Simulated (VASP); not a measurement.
Wanted: the native input for a VASP 6.6.1 run.

```yaml
Task: single point
Functional: PBEsol
Potentials_or_basis: VASP PAW PBE potentials, release 64 (Zn, Sn_d, P)
Cutoff: 500 eV
k_mesh: 8 × 8 × 8
Occupations: gaussian, width 0.05 eV
Spin: no spin polarisation
Dipole_correction: no
Further_INCAR_settings: ALGO = Normal; EDIFF = 1e-06; NBANDS = 46
```

The structure of ZnSnP2 lies in POSCAR:

```
ZnSnP2
1.0
   -2.9511000000      2.9511000000      5.6407460960
    2.9511000000     -2.9511000000      5.6407460960
    2.9511000000      2.9511000000     -5.6407460960
Zn Sn P
2 2 4
Direct
    0.7500000000      0.2500000000      0.5000000000
    0.0000000000      0.0000000000      0.0000000000
    0.2500000000      0.7500000000      0.5000000000
    0.5000000000      0.5000000000      0.0000000000
    0.3750000000      0.3504879709      0.4754879709
    0.6495120291      0.1250000000      0.0245120291
    0.1004879709      0.6250000000      0.9754879709
    0.8750000000      0.8995120291      0.5245120291
```

One way to write it, as run:

INCAR

```
SYSTEM = ZnSnP2
PREC     = Accurate       ! precision mode
ENCUT    = 500            ! plane-wave cutoff, eV
EDIFF    = 1E-6           ! SCF threshold, eV
ISMEAR   = 0              ! smearing method
SIGMA    = 0.05           ! smearing width, eV
LREAL    = .False.        ! projectors in reciprocal space
LASPH    = .True.         ! aspherical terms in the spheres
NELM     = 120            ! most SCF steps
ALGO     = Normal         ! electronic algorithm
ISIF     = 2              ! what is computed and relaxed
LWAVE    = .False.        ! write WAVECAR
LCHARG   = .True.         ! write CHGCAR
GGA      = PS             ! functional
LELF     = .True.         ! ELF
LVHAR    = .True.       
NBANDS   = 46             ! bands
GGA_COMPAT= .False.
```

KPOINTS

```
Automatic mesh
0
Gamma
  8 8 8
  0 0 0
```

Potentials or basis: VASP PAW PBE potentials, release 64 (Zn, Sn_d, P).

Run with:

```sh
$ cat potpaw_PBE.64/Zn/POTCAR potpaw_PBE.64/Sn_d/POTCAR potpaw_PBE.64/P/POTCAR > POTCAR
$ mpirun -np 1 vasp_std > vasp.out
```

It gave:

```
Pressure               : -5.8 GPa
Largest force          : 0.261 eV/Å
Band gap on the k mesh : 0.17 eV
```

Caveat: the cell stands under tension; semilocal functionals underestimate gaps, and a narrow one can read as zero; the PAW data sets were made with another functional, which shifts forces and pressure a little; spin-orbit coupling is left out, which moves the levels of the heavy elements.

Wall time 8.6 min on 1 thread of AMD EPYC 7R13 Processor (Zen 3), on a shared host, peak memory 0.65 GiB.
